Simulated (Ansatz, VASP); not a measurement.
## Lu: VASP beside Ansatz

The input INCAR:

```
PREC = Accurate
ENCUT = 520
EDIFF = 1E-7
ISMEAR = -1
SIGMA = 0.05
LREAL = F
LASPH = T
NELM = 80
ALGO = Normal
ISIF = 2
LWAVE = F
LCHARG = T
GGA = PS
LELF = T
LVHAR = T
NBANDS = 18
```

Contents of KPOINTS:

```
regular mesh
0
Gamma
  16 16 16
```

File POSCAR:

```
Lu
1.0
   -1.6798878792      1.6798878792      1.6798878792
    1.6798878792     -1.6798878792      1.6798878792
    1.6798878792      1.6798878792     -1.6798878792
Lu
1
Direct
    0.0000000000      0.0000000000      0.0000000000
```

Input for Ansatz:

```yaml
crystal:
  lattice:
    - [-1.6798878792, 1.6798878792, 1.6798878792]
    - [1.6798878792, -1.6798878792, 1.6798878792]
    - [1.6798878792, 1.6798878792, -1.6798878792]
  atoms:
    - { symbol: Lu, position: [0.0, 0.0, 0.0] }
kpoints:
  mp_grid: { grid: [16, 16, 16] }
scf:
  occupations: { method: fermi_dirac, width: 0.05 }
hamiltonian:
  xc: pbesol
  pseudopotentials: { kind: paw }
output:
  forces: true
  stress: true
  eigenvalues: true
  populations: true
  write_density: true
  write_potential: true
  elf: true
  volumetric_format: npy
```

Change from the starting cell: volume scaled by 0.68, PAW files.

Alike in both runs: task single point; functional PBEsol; k mesh 16 × 16 × 16; occupations fermi-dirac, width 0.05 eV; no spin polarisation.

```csv
,VASP,Ansatz
version,VASP 6.6.1,Ansatz 0.2.0
potentials or method,"VASP PAW PBE potentials, release 64 (Lu)","PAW with Ansatz's default frozen-core files, scalar-relativistic"
plane-wave cutoff (eV),520,420
valence electrons in the cell,25,25
```

```csv
,VASP,Ansatz,Ansatz less VASP
pressure (GPa),33.1,32.2,-0.91
```

VASP's potentials were made for PBE, not for PBEsol. Both programs put the cell under a high pressure, so it lies far from rest at this level.

Neither program's run includes spin-orbit coupling.
